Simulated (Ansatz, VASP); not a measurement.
**One calculation of SnO2, two programs**

INCAR

```
SYSTEM = SnO2
PREC = Accurate
ENCUT = 520
EDIFF = 1E-6
ISMEAR = 0
SIGMA = 0.01
LREAL = .FALSE.
LASPH = .TRUE.
NELM = 80
ALGO = Normal
ISIF = 2
LWAVE = .FALSE.
LCHARG = .TRUE.
GGA = CA
LELF = .TRUE.
LVHAR = .TRUE.
NBANDS = 20
```

File KPOINTS:

```
Automatic mesh
0
G
  6 6 6
  0 0 0
```

POSCAR

```
SnO2
1.0
    1.6170900000      0.9336300000      4.8005900000
   -1.6170900000      0.9336300000      4.8005900000
    0.0000000000     -1.8672600000      4.8005900000
Sn O
1 2
Direct
    0.5094200000      0.4755800000      0.5048900000
    0.3009759413      0.2031559413      0.1945881175
    0.8449500000      0.6905000000      0.7700400000
```

Input for Ansatz:

```yaml
crystal:
  lattice:
    - [1.61709, 0.93363, 4.80059]
    - [-1.61709, 0.93363, 4.80059]
    - [0.0, -1.86726, 4.80059]
  atoms:
    - { symbol: Sn, position: [0.50942, 0.47558, 0.50489] }
    - { symbol: O, position: [0.30097594125438704, 0.203155941254387, 0.194588117491226] }
    - { symbol: O, position: [0.84495, 0.6905, 0.77004] }
basis:
  ecutwfc: 540.0
  xc_grid: 2
kpoints:
  mp_grid:
    grid: [6, 6, 6]
hamiltonian:
  xc: lda
scf:
  convergence:
    dr2_threshold: 1.0e-09
  occupations:
    method: fixed
output:
  forces: true
  stress: true
```

Alike in both runs: task single point; functional LDA; k mesh 6 × 6 × 6; no spin polarisation.

|  | VASP | Ansatz |
| --- | --- | --- |
| version | VASP 6.6.1 | Ansatz 0.2.0 |
| potentials or method | VASP PAW LDA potentials, release 64 (Sn_d, O), cutoff 520 eV | plane waves, PAW |
| occupations | gaussian, width 0.01 eV | fixed |
| valence electrons in the cell | 26 | 26 |

Ansatz gave:

| Property | Result |
| --- | --- |
| pressure (GPa) | 0.6 |
| traceless stress, the component that is largest in VASP (GPa) | 7.72 |
| rms of the force components (eV/Å) | 1.536 |

**Question.** Which values does VASP return?

**Answer.** Pressure (GPa): 1.5; traceless stress, the component that is largest in VASP (GPa): 7.83; rms of the force components (eV/Å): 1.578.

LDA's correlation is that of Perdew and Zunger in VASP and of Perdew and Wang (1992) in Ansatz. Atom by atom the forces differ by 0.051 eV/Å (rms over components). Ansatz's warnings: stress scf threshold loose.
